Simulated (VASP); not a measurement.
A run of VASP 6.6.1:

POSCAR

```
NiSb
1.0
    3.9160067698      0.0000000000      0.0000000000
   -1.9580033849      3.3913613440      0.0000000000
    0.0000000000      0.0000000000      5.0702672230
Ni Sb
2 2
Direct
    0.0000000000      0.0000000000      0.0000000000
    0.0000000000      0.0000000000      0.5000000000
    0.3333333333      0.6666666667      0.2500000000
    0.6666666667      0.3333333333      0.7500000000
```

Contents of INCAR.step1:

```
PREC = Accurate
ENCUT = 520
EDIFF = 1E-6
ISMEAR = 0
SIGMA = 0.1
LREAL = F
LASPH = T
NELM = 80
ALGO = Normal
ISIF = 2
LWAVE = F
LCHARG = T
LMAXMIX = 4
GGA = PS
NBANDS = 23
```

File KPOINTS.step1:

```
regular mesh
0
Gamma
  12 12 8
```

The input INCAR.step2:

```
PREC = Accurate
ENCUT = 520
EDIFF = 1E-6
ISMEAR = -5
SIGMA = 0.1
LREAL = F
LASPH = T
NELM = 80
ALGO = Normal
ISIF = 2
LWAVE = F
LCHARG = F
LMAXMIX = 4
GGA = PS
LORBIT = 10
NEDOS = 1001
ICHARG = 11
```

The input KPOINTS.step2:

```
regular mesh
0
Gamma
  18 18 12
```

Potentials or basis: VASP PAW PBE potentials, release 64 (Ni, Sb).

Command:

```console
$ cat potpaw_PBE.64/Ni/POTCAR potpaw_PBE.64/Sb/POTCAR > POTCAR
$ cp INCAR.step1 INCAR
$ cp KPOINTS.step1 KPOINTS
$ mpirun -np 1 vasp_std > vasp.out
$ cp INCAR.step2 INCAR
$ cp KPOINTS.step2 KPOINTS
$ mpirun -np 1 vasp_std > vasp.out
```

Hardware: 1 thread of Intel Xeon 8259CL (shared host).

Problem. How long does it take, and how much memory?

Solution. Run time: 7.7 min on 1 thread of Intel Xeon 8259CL, with other jobs on the host, peak memory 0.43 GiB. Counts: k points 259.
